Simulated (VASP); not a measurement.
Wanted: the native input for a VASP 6.6.1 run.

```yaml
Task: single point
Functional: PBE
Dispersion: D3(BJ)
Potentials_or_basis: VASP PAW PBE potentials, release 64 (C)
Cutoff: 520 eV
k_mesh: 18 × 12 × 10
Occupations: gaussian, width 0.15 eV
Spin: no spin polarisation
Dipole_correction: no
Further_INCAR_settings: ALGO = Normal; EDIFF = 1e-07; NBANDS = 16
```

The structure of C lies in POSCAR:

```
C
1.0
   -2.4646600698      0.0000000000      0.0000000000
    0.0000000000      0.0000000000     -3.5719696368
    0.0000000000     -4.2689164642      0.0000000000
C
4
Direct
    0.5000000000      0.0000000000      0.1638556489
    0.0000000000      0.0000000000      0.6582336134
    0.0000000000      0.0000000000      0.3361443511
    0.5000000000      0.0000000000      0.8417663866
```

This cell differs from its parent crystal: atoms displaced along several vibrational modes.

The input as run:

INCAR

```
SYSTEM = C
PREC     = Accurate       ! precision mode
ENCUT    = 520            ! plane-wave cutoff, eV
EDIFF    = 1E-7           ! SCF threshold, eV
ISMEAR   = 0              ! smearing method
SIGMA    = 0.15           ! smearing width, eV
LREAL    = .FALSE.        ! projectors in reciprocal space
LASPH    = .TRUE.         ! aspherical terms in the spheres
NELM     = 80             ! most SCF steps
ALGO     = Normal         ! electronic algorithm
ISIF     = 2              ! what is computed and relaxed
LWAVE    = .FALSE.        ! write WAVECAR
LCHARG   = .FALSE.        ! write CHGCAR
GGA      = PE             ! functional
IVDW     = 12             ! dispersion correction
NBANDS   = 16             ! bands
```

KPOINTS

```
regular mesh
0
G
  18 12 10
  0 0 0
```

Potentials or basis: VASP PAW PBE potentials, release 64 (C).

Command:

```bash
$ cat potpaw_PBE.64/C/POTCAR > POTCAR
$ mpirun -np 1 vasp_std > vasp.out
```

It gave:

```json
{
  "Pressure": "1.6 GPa",
  "Largest force": "3.638 eV/Å",
  "Band gap on the k mesh": "zero (bands 8 and 9 overlap by 0.29 eV)",
  "Dispersion energy per atom": "-0.145 eV"
}
```

Caveat: the cell differs from its parent crystal (atoms displaced along several vibrational modes); the stress differs along the axes, from -2 to 7 GPa; forces of over 1 eV/Å act on the atoms, so gaps and moduli don't describe the material at rest.

It took 4.5 min on 1 thread of Intel Xeon 8259CL (shared host), peak memory 0.29 GiB.
